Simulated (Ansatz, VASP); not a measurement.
## AlCo in VASP and in Ansatz

```
CELL_PARAMETERS angstrom
2.79425 0.00000 0.00000
0.00000 2.79425 0.00000
0.00000 0.00000 2.79425
ATOMIC_POSITIONS crystal
Al 0.00000 0.00000 0.00000
Co 0.50000 0.50000 0.50000
```

Alike in both runs: task single point; functional LDA; k mesh 12 × 12 × 12; no spin polarisation.

|  | VASP | Ansatz |
| --- | --- | --- |
| version | VASP 6.6.1 | Ansatz 0.2.0 |
| potentials or method | VASP PAW LDA potentials, release 64 (Al, Co), cutoff 520 eV | all-electron LAPW, scalar-relativistic |
| occupations | methfessel-paxton of order 1, width 0.1 eV | cold, width 0.1 eV |

|  | VASP | Ansatz | Ansatz less VASP |
| --- | --- | --- | --- |
| pressure (GPa) | 0.2 | -0.3 | -0.47 |

LDA's correlation is that of Perdew and Zunger in VASP and of Perdew and Wang (1992) in Ansatz. Ansatz ran all-electron here, and VASP with PAW potentials. Ansatz's warnings: optics on partly filled bands.
